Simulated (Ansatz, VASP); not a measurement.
One calculation of In, two programs

```xyz
3
Lattice="5.3830 0.0000 0.0000 -2.6915 4.6618 0.0000 0.0000 0.0000 3.3374" Properties=species:S:1:pos:R:3 pbc="T T T"
In   -2.6915    4.6618    0.0000
In    0.0000    3.1079    1.6687
In    2.6915    1.5539    1.6687
```

Alike in both runs: functional PBE; k mesh 7 × 7 × 10; occupations fermi-dirac, width 0.1 eV; no spin polarisation.

Ansatz relaxed the structure, and its values are those at the end. VASP's run is a single point on that final structure, the one shown.

|  | VASP | Ansatz |
| --- | --- | --- |
| version | VASP 6.6.1 | Ansatz 0.2.0 |
| potentials or method | VASP PAW PBE potentials, release 64 (In_d), cutoff 520 eV | plane waves (420 eV) with PAW, scalar-relativistic |
| valence electrons in the cell | 39 | 39 |

```csv
,VASP,Ansatz,Ansatz less VASP
pressure (GPa),0.0,0.0,+0.04
```

The functional is the same, so the differences come from potentials, cutoffs and numerics.
